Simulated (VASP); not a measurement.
# NiMoIrPdW (I4mm) in VASP: further runs

NiMoIrPdW is run at these levels: r2SCAN, PBEsol; tasks: single point.

Everything below comes from runs of VASP 6.6.1. Logs are shortened: lines on timing, memory, paths and dates and some standing lists are left out, and cuts for length are marked.

## Step 1: The cell of the first run

The structure is tetragonal, space group I4mm (No. 107). The conventional cell has a = 2.715 Å, b = 2.715 Å, c = 19.375 Å, α = 90.00°, β = 90.00°, γ = 90.00°. Ni (site symmetry 4mm) has 4 Mo at 2.58 Å and 4 Pd at 2.64 Å and 4 Ni at 2.71 Å within 3.4 Å. Within 3.4 Å of Mo (site symmetry 4mm) lie 4 Ni at 2.58 Å and 4 Mo at 2.71 Å and 4 W at 2.93 Å. Within 3.6 Å of Pd (site symmetry 4mm) lie 4 Ni at 2.64 Å and 4 Pd at 2.71 Å and 4 Ir at 2.81 Å and 1 Mo at 3.55 Å. Within 3.5 Å of Ir (site symmetry 4mm) lie 4 W at 2.68 Å and 4 Ir at 2.71 Å and 4 Pd at 2.81 Å. W (site symmetry 4mm) has 4 Ir at 2.68 Å and 4 W at 2.71 Å and 4 Mo at 2.93 Å within 3.5 Å.

## Step 2: Single point, r2SCAN, collinear spin, ferromagnetic start

Contents of POSCAR:

```
NiMoIrPdW
1.0
   -1.3572940673      1.3572940673      9.6877202351
    1.3572940673     -1.3572940673      9.6877202351
    1.3572940673      1.3572940673     -9.6877202351
Ni Mo Pd Ir W
1 1 1 1 1
Direct
    0.1990472694      0.1990472694      0.0000000000
    0.6098435233      0.6098435233      0.0000000000
    0.7928273212      0.7928273212      0.0000000000
    0.3989060987      0.3989060987      0.0000000000
    0.9954057874      0.9954057874      0.0000000000
```

Contents of INCAR.step1:

```
PREC = Accurate ; ENCUT = 520
ISMEAR = -1 ; SIGMA = 0.05
LREAL = False ; LASPH = True
NELM = 150 ; ISPIN = 2
MAGMOM = 1 1 0 0.6 0 ; LMAXMIX = 4
NBANDS = 40 ; GGA = PE
ALGO = Normal ; EDIFF = 1E-4
LWAVE = True ; LCHARG = False
LUSENCCL = False
```

Contents of INCAR.step2:

```
PREC = Accurate ; ENCUT = 520
EDIFF = 1E-6 ; ISMEAR = -1
SIGMA = 0.05 ; LREAL = False
LASPH = True ; NELM = 150
ALGO = Normal ; ISIF = 2
LWAVE = False ; LCHARG = True
ISPIN = 2 ; MAGMOM = 1 1 0 0.6 0
LORBIT = 11 ; LMAXMIX = 4
METAGGA = R2SCAN ; LMIXTAU = True
LELF = True ; LVHAR = True
NBANDS = 40 ; ISTART = 1
LUSENCCL = False
```

Contents of KPOINTS:

```
Automatic mesh
0
Gamma
  10 10 10
```

Potentials or basis: VASP PAW PBE potentials, release 64 (Ni, Mo_sv, Pd, Ir, W_sv).

Run with:

```bash
$ cat potpaw_PBE.64/Ni/POTCAR potpaw_PBE.64/Mo_sv/POTCAR potpaw_PBE.64/Pd/POTCAR potpaw_PBE.64/Ir/POTCAR potpaw_PBE.64/W_sv/POTCAR > POTCAR
$ cp INCAR.step1 INCAR
$ mpirun -np 1 vasp_std > vasp.out
$ cp INCAR.step2 INCAR
$ mpirun -np 1 vasp_std > vasp.out
```

OUTCAR:

```text
PREC = Accurate
   ENCUT = 520
   EDIFF = 1E-6
   ISMEAR = -1
   LREAL = False
   LASPH = True
   NELM = 150
   ISIF = 2
   ISPIN = 2
   LORBIT = 11
   METAGGA = R2SCAN
   ISTART = 1

 ion  position               nearest neighbor table
   1  0.199  0.199  0.000-   2 2.58   2 2.58   2 2.58   2 2.58   3 2.64   3 2.64   3 2.64   3 2.64

   2  0.610  0.610  0.000-   1 2.58   1 2.58   1 2.58   1 2.58   5 2.93   5 2.93   5 2.93   5 2.93

   3  0.793  0.793  0.000-   1 2.64   1 2.64   1 2.64   1 2.64   4 2.81   4 2.81   4 2.81   4 2.81

   4  0.399  0.399  0.000-   5 2.68   5 2.68   5 2.68   5 2.68   3 2.81   3 2.81   3 2.81   3 2.81

   5  0.995  0.995  0.000-   4 2.68   4 2.68   4 2.68   4 2.68   2 2.93   2 2.93   2 2.93   2 2.93

  LATTYP: Found a body centered tetragonal cell.
 ALAT       =     2.7145881346
 C/A-ratio  =     7.1375249244

  Lattice vectors:

 A1 = (  -1.3572940673,   1.3572940673,   9.6877202351)
 A2 = (   1.3572940673,  -1.3572940673,   9.6877202351)
 A3 = (   1.3572940673,   1.3572940673,  -9.6877202351)

Analysis of symmetry for initial positions (statically):
=====================================================================
 Subroutine PRICEL returns:
 Original cell was already a primitive cell.

 Routine SETGRP: Setting up the symmetry group for a
 body centered tetragonal supercell.

 Subroutine GETGRP returns: Found  8 space group operations
 (whereof  8 operations were pure point group operations)
 out of a pool of 16 trial point group operations.

The static configuration has the point symmetry C_4v.

Analysis of symmetry for dynamics (positions and initial velocities):
=====================================================================
 Subroutine PRICEL returns:
 Original cell was already a primitive cell.

 Routine SETGRP: Setting up the symmetry group for a
 body centered tetragonal supercell.

 Subroutine GETGRP returns: Found  8 space group operations
 (whereof  8 operations were pure point group operations)
 out of a pool of 16 trial point group operations.

The dynamic configuration has the point symmetry C_4v.

Analysis of structural, dynamic, and magnetic symmetry:
=====================================================================
 Subroutine PRICEL returns:
 Original cell was already a primitive cell.

[... 135 lines left out ...]
  Fermi-wavevector in a.u.,A,eV,Ry     =   1.518763  2.870046 31.383749  2.306640
  Thomas-Fermi vector in A             =   2.627840
   LORBIT       =     11    0 simple, 1 ext, 2 COOP (PROOUT), +10 PAW based schemes
   METAGGA = R2SCAN    functional components
   LHFCALC =     F    Hartree Fock is set to
   AEXX    =    0.0000 exact exchange contribution
   IVDW    =     0    specifies the selected vdW correction
   LEPSILON=     F    determine dielectric tensor
   LRPA    =     F    only Hartree local field effects (RPA)
 spin polarized calculation
  energy-cutoff  :      520.00
  volume of cell :       71.39
 maximum number of plane-waves:      1944
 NGX is ok and might be reduce to    80
   NGX = 37   NGY = 37   NGZ = 37

 number of electron      56.9999999 magnetization       0.0000032

 number of electron      56.9999999 magnetization      -0.0000033

 Free energy of the ion-electron system (eV)
  ---------------------------------------------------
  ext. energy  EPLUGINS =         0.00000000
  ---------------------------------------------------
  free energy    TOTEN  =      -164.68504112 eV

  energy without entropy =     -164.66147312  energy(sigma->0) =     -164.67325712

 E-fermi :  10.4866     XC(G=0): -14.6759

 val. band max:       10.4802799231   @ k =  -0.3000  -0.4000   0.3000
 cond. band min:      10.4871310581   @ k =  -0.2000  -0.2000   0.2000
 fundamental gap:      0.0068511350
 Fermi energy:        10.4866435375

 spin component 1

 k-point     1 :       0.0000    0.0000    0.0000
  band No.  band energies     occupation
      1     -65.3486      1.00000
      2     -52.3509      1.00000
      3     -29.0219      1.00000
      4     -28.4103      1.00000
      5     -28.4103      1.00000
      6     -25.7202      1.00000
[... 1021 lines left out ...]
     39      19.6255      0.00000
     40      21.0590      0.00000

 [... further k-points ...]

 spin component 2

 k-point     1 :       0.0000    0.0000    0.0000
  band No.  band energies     occupation
      1     -65.3486      1.00000
      2     -52.3509      1.00000
      3     -29.0219      1.00000
      4     -28.4103      1.00000
      5     -28.4103      1.00000
      6     -25.7202      1.00000
[... 1021 lines left out ...]
     39      19.6255      0.00000
     40      21.0590      0.00000

 [... further k-points ...]
[... 5 lines left out ...]
  --------------------------------------------------------------------------------------
  -------------------------------------------------------------------------------------
  Total        0.6142450      0.6142450      0.5828553      0.0000000      0.0000000      0.0000000
  in kB       13.7855062     13.7855062     13.0810262      0.0000000      0.0000000      0.0000000
  external PRESSURE =      13.5506795 kB  Pullay stress =       0.0000000 kB

 VOLUME and BASIS-vectors are now :
 -----------------------------------------------------------------------------
  energy-cutoff  :      520.00
  volume of cell :       71.39
      direct lattice vectors                 reciprocal lattice vectors
    -1.357294067  1.357294067  9.687720235     0.000000000  0.368380008  0.051611730
     1.357294067 -1.357294067  9.687720235     0.368380008  0.000000000  0.051611730
     1.357294067  1.357294067 -9.687720235     0.368380008  0.368380008  0.000000000

 POSITION                                       TOTAL-FORCE (eV/Angst)
 -----------------------------------------------------------------------------------
      0.00000      0.00000      3.85663         0.000000      0.000000      0.037465
      0.00000      0.00000     11.81599         0.000000      0.000000     -0.000039
      0.00000      0.00000     15.36138         0.000000      0.000000     -0.035055
      0.00000      0.00000      7.72898         0.000000      0.000000     -0.099808
      0.00000      0.00000     19.28643         0.000000      0.000000      0.097437
 -----------------------------------------------------------------------------------
    total drift:                               -0.000003     -0.000003      0.000366

  FREE ENERGIE OF THE ION-ELECTRON SYSTEM (eV)
  ---------------------------------------------------
  free  energy   TOTEN  =      -164.6850411200 eV

  energy  without entropy=     -164.6614731193  energy(sigma->0) =     -164.67325712

 total charge

# of ion       s       p       d       tot
------------------------------------------
    1        0.517   0.485   8.367   9.369
    2        2.368   6.197   3.871  12.436
    3        0.540   0.526   8.501   9.567
    4        0.719   0.677   7.066   8.462
    5        2.400   6.345   3.337  12.083
--------------------------------------------------
tot          6.545  14.229  31.142  51.916

 magnetization (x)

# of ion       s       p       d       tot
------------------------------------------
    1        0.000   0.000  -0.000  -0.000
    2        0.000   0.000   0.000   0.000
    3        0.000  -0.000  -0.000  -0.000
    4       -0.000  -0.000  -0.000  -0.000
    5       -0.000  -0.000  -0.000  -0.000
--------------------------------------------------
tot          0.000  -0.000  -0.000  -0.000
```

OUTCAR.step1:

```text
PREC = Accurate
   ENCUT = 520
   ISMEAR = -1
   LREAL = False
   LASPH = True
   NELM = 150
[... 2323 lines left out ...]
      0.00000      0.00000     15.36138         0.000000      0.000000      0.040367
      0.00000      0.00000      7.72898         0.000000      0.000000     -0.230628
      0.00000      0.00000     19.28643         0.000000      0.000000      0.317876
 -----------------------------------------------------------------------------------
    total drift:                               -0.000002     -0.000002     -0.001867

  FREE ENERGIE OF THE ION-ELECTRON SYSTEM (eV)
  ---------------------------------------------------
  free  energy   TOTEN  =       -43.5360741589 eV

  energy  without entropy=      -43.5099656365  energy(sigma->0) =      -43.52301990
```

It took 41 min on 1 × NVIDIA H100 80GB with 1 thread of AMD EPYC 7R13 (Zen 3), shared host; peak memory 2.5 GiB.

What came out:

```yaml
Free_energy: -164.6850 eV
Pressure: 1.4 GPa
Largest_force: 0.100 eV/Å
Net_moment: 0.00 μB per cell
Valence_electrons_inside_the_program's_atomic_spheres: Ni 9.37; Mo 12.44; Pd 9.57; Ir 8.46; W 12.08
```

Forces in eV/Å, atoms in the order of the input:
```
Ni   0.000  0.000  0.037
Mo   0.000  0.000  0.000
Pd   0.000  0.000 -0.035
Ir   0.000  0.000 -0.100
W    0.000  0.000  0.097
```

Caveat: the moments typed at the start vanished in this run; the PAW data sets were made with another functional, which shifts forces and pressure a little; spin-orbit coupling is left out, which moves the levels of the heavy elements.

## Step 3: Single point, r2SCAN, collinear spin, ferromagnetic start

This run uses another cell than the first one, of 14.59 Å³/atom.

Contents of POSCAR:

```
NiMoIrPdW
1.0
   -1.3700400000      1.3700400000      9.7164700000
    1.3700400000     -1.3700400000      9.7164700000
    1.3700400000      1.3700400000     -9.7164700000
Ni Mo Pd Ir W
1 1 1 1 1
Direct
    0.1986200000      0.1986200000      0.0000000000
    0.6092200000      0.6092200000      0.0000000000
    0.7931000000      0.7931000000      0.0000000000
    0.3994400000      0.3994400000      0.0000000000
    0.9956500000      0.9956500000      0.0000000000
```

Contents of INCAR.step1:

```
SYSTEM = NiMoIrPdW
PREC     = Accurate       ! precision mode
ENCUT    = 520            ! plane-wave cutoff, eV
ISMEAR   = -1             ! smearing method
SIGMA    = 0.05           ! smearing width, eV
LREAL    = .FALSE.        ! projectors in reciprocal space
LASPH    = .TRUE.         ! aspherical terms in the spheres
NELM     = 150            ! most SCF steps
ISPIN    = 2              ! spin polarisation
MAGMOM   = 1 1 0 0.6 0    ! initial moments
LMAXMIX  = 4              ! l up to which the mixer works
NBANDS   = 40             ! bands
GGA      = PE             ! functional
ALGO     = Normal         ! electronic algorithm
EDIFF    = 1E-4           ! SCF threshold, eV
LWAVE    = .TRUE.         ! write WAVECAR
LCHARG   = .FALSE.        ! write CHGCAR
LUSENCCL = .FALSE.
```

Contents of INCAR.step2:

```
SYSTEM = NiMoIrPdW
PREC     = Accurate       ! precision mode
ENCUT    = 520            ! plane-wave cutoff, eV
EDIFF    = 1E-6           ! SCF threshold, eV
ISMEAR   = -1             ! smearing method
SIGMA    = 0.05           ! smearing width, eV
LREAL    = .FALSE.        ! projectors in reciprocal space
LASPH    = .TRUE.         ! aspherical terms in the spheres
NELM     = 150            ! most SCF steps
ALGO     = Normal         ! electronic algorithm
ISIF     = 2              ! what is computed and relaxed
LWAVE    = .FALSE.        ! write WAVECAR
LCHARG   = .FALSE.        ! write CHGCAR
ISPIN    = 2              ! spin polarisation
MAGMOM   = 1 1 0 0.6 0    ! initial moments
LORBIT   = 11             ! projections on sites
LMAXMIX  = 4              ! l up to which the mixer works
METAGGA  = R2SCAN         ! meta-GGA
LMIXTAU  = .TRUE.       
NBANDS   = 40             ! bands
ISTART   = 1            
LUSENCCL = .FALSE.
```

Contents of KPOINTS:

```
Automatic mesh
0
G
  13 13 13
  0 0 0
```

Potentials or basis: VASP PAW PBE potentials, release 64 (Ni, Mo_sv, Pd, Ir, W_sv).

Run with:

```bash
$ cat potpaw_PBE.64/Ni/POTCAR potpaw_PBE.64/Mo_sv/POTCAR potpaw_PBE.64/Pd/POTCAR potpaw_PBE.64/Ir/POTCAR potpaw_PBE.64/W_sv/POTCAR > POTCAR
$ cp INCAR.step1 INCAR
$ mpirun -np 1 vasp_std > vasp.out
$ cp INCAR.step2 INCAR
$ mpirun -np 1 vasp_std > vasp.out
```

Wall time 61 min (1 × NVIDIA H100 80GB with 1 thread of AMD EPYC 7R13 (Zen 3), shared host); peak memory 2.9 GiB.

The run converged. Its results:

* Free energy: -164.6500 eV
* Pressure: -4.2 GPa
* Largest force: 0.154 eV/Å
* Net moment: 0.00 μB per cell
* Valence electrons inside the program's atomic spheres: Ni 9.32; Mo 12.39; Pd 9.51; Ir 8.40; W 12.03

Forces on the atoms (eV/Å):
```
Ni   0.000  0.000  0.004
Mo   0.000  0.000  0.154
Pd   0.000  0.000 -0.077
Ir   0.000  0.000  0.072
W    0.000  0.000 -0.153
```

Stress tensor (GPa, compression positive):
```
-4.42  0.00  0.00
 0.00 -4.42  0.00
 0.00  0.00 -3.83
```

Levels at points of the mesh, in eV from the Fermi level:
Spin up:
```csv
k point,band 26,band 27,band 28,band 29,band 30,band 31,band 32,band 33
"(0.00, 0.00, 0.00)",-0.93,-0.93,-0.71,0.13,0.21,1.19,1.35,1.35
```
Spin down:
| k point | band 25 | band 26 | band 27 | band 28 | band 29 | band 30 | band 31 | band 32 | band 33 | band 34 |
| --- | --- | --- | --- | --- | --- | --- | --- | --- | --- | --- |
| (0.00, 0.00, 0.00) | -1.08 | -0.93 | -0.93 | -0.71 | 0.13 | 0.21 | 1.19 | 1.35 | 1.35 | 2.18 |

Caveat: the cell stands under tension; the moments typed at the start vanished in this run; the PAW data sets were made with another functional, which shifts forces and pressure a little; spin-orbit coupling is left out, which moves the levels of the heavy elements.

## Step 4: Single point, PBEsol, collinear spin, ferromagnetic start

This run uses another cell than the first one, of 14.59 Å³/atom.

Contents of INCAR:

```
SYSTEM = NiMoIrPdW
ALGO = Normal
EDIFF = 1E-6
ENCUT = 520
GGA = PS
ISIF = 2
ISMEAR = -1
ISPIN = 2
LASPH = .TRUE.
LCHARG = .TRUE.
LELF = .TRUE.
LMAXMIX = 4
LORBIT = 11
LREAL = .FALSE.
LVHAR = .TRUE.
LWAVE = .FALSE.
MAGMOM = 1 1 0 0.6 0
NBANDS = 40
NELM = 150
PREC = Accurate
SIGMA = 0.05
```

Contents of KPOINTS:

```
k-points
0
G
  9 9 9
  0 0 0
```

POSCAR is that of step 3.

Run with:

```bash
$ cat potpaw_PBE.64/Ni/POTCAR potpaw_PBE.64/Mo_sv/POTCAR potpaw_PBE.64/Pd/POTCAR potpaw_PBE.64/Ir/POTCAR potpaw_PBE.64/W_sv/POTCAR > POTCAR
$ mpirun -np 1 vasp_std > vasp.out
```

Run time: 70 min. Hardware: 1 thread of Intel Xeon 6975P-C (Granite Rapids), shared host; peak memory 1.7 GiB.

It converged, with:

- Free energy: -47.5538 eV
- Pressure: -8.6 GPa
- Largest force: 0.203 eV/Å
- Net moment: 0.00 μB per cell
- Valence electrons inside the program's atomic spheres: Ni 9.28; Mo 12.43; Pd 9.46; Ir 8.38; W 12.07

Forces in eV/Å, atoms in the order of the input:
```
Ni   0.000  0.000 -0.040
Mo   0.000  0.000  0.044
Pd   0.000  0.000 -0.036
Ir   0.000  0.000  0.203
W    0.000  0.000 -0.171
```

Stress tensor (GPa, compression positive):
```
-8.23  0.00  0.00
 0.00 -8.23  0.00
 0.00  0.00 -9.28
```

Levels at points of the mesh, in eV from the Fermi level:
Spin up:
```tsv
k point	band 27	band 28	band 29	band 30	band 31	band 32
(0.00, 0.00, 0.00)	-0.84	-0.60	0.17	0.35	1.18	1.30
```
Spin down:
```csv
k point,band 27,band 28,band 29,band 30,band 31,band 32
"(0.00, 0.00, 0.00)",-0.84,-0.60,0.17,0.35,1.18,1.30
```

Caveat: the cell stands under tension; the moments typed at the start vanished in this run; the PAW data sets were made with another functional, which shifts forces and pressure a little; spin-orbit coupling is left out, which moves the levels of the heavy elements.

## Step 5: The runs side by side

| level | cell | k mesh | gap on the mesh (eV) | pressure (GPa) | moment (μB) | largest force (eV/Å) |
| --- | --- | --- | --- | --- | --- | --- |
| r2SCAN | a = 9.876 Å, angles 164.2, 164.2, 22.4°, 5 atoms, atomic positions A | 10 × 10 × 10 | none | 1.4 | 0.00 | 0.10 |
| r2SCAN | a = 9.908 Å, angles 164.1, 164.1, 22.6°, 5 atoms, atomic positions B | 13 × 13 × 13 | none | -4.2 | 0.00 | 0.15 |
| PBEsol | a = 9.908 Å, angles 164.1, 164.1, 22.6°, 5 atoms, atomic positions B | 9 × 9 × 9 | none | -8.6 | 0.00 | 0.20 |

Alike in all rows: task single point; potentials or basis VASP PAW PBE potentials, release 64 (Ni, Mo_sv, Pd, Ir, W_sv); spin collinear, ferromagnetic start; cutoff (eV) 520; smearing fermi-dirac 0.05 eV.

Caveats: the moments typed at the start vanished in this run; the PAW data sets were made with another functional, which shifts forces and pressure a little; spin-orbit coupling is left out, which moves the levels of the heavy elements; the cell stands under tension (at least some runs).

Total energies depend on the potentials used, so only differences within one code and one set of settings carry meaning.
